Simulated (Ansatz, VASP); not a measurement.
**Two plane-wave programs on CdTe**

```
Cd Te
1.0
     0.00000    3.41050    3.02295
     3.02295    0.00000    3.02295
     3.02295    3.41050    0.00000
Cd Te
1 1
Direct
  0.00000 0.00000 0.00000
  0.75000 0.75000 0.75000
```

Alike in both runs: task single point; functional LDA; k mesh 8 × 8 × 8; occupations gaussian, width 0.05 eV; no spin polarisation.

|  | VASP | Ansatz |
| --- | --- | --- |
| version | VASP 6.6.1 | Ansatz 0.2.0 |
| potentials or method | VASP PAW LDA potentials, release 64 (Cd, Te), cutoff 520 eV | scalar-relativistic, plane waves, PAW |
| valence electrons in the cell | 18 | 36 |

```csv
,VASP,Ansatz,Ansatz less VASP
gap on the k mesh at the Fermi level (eV),0.59,0.55,-0.045
least direct gap on the mesh (eV),0.59,0.55,-0.045
pressure (GPa),2.9,2.5,-0.33
"traceless stress, the component that is largest in VASP (GPa)",-1.71,-1.73,-0.023
```

LDA's correlation is that of Perdew and Zunger in VASP and of Perdew and Wang (1992) in Ansatz. VASP's potentials hold 18 valence electrons a cell and Ansatz's 36, so a difference there can come from the potentials and not from the codes.

Spin-orbit coupling is off throughout.
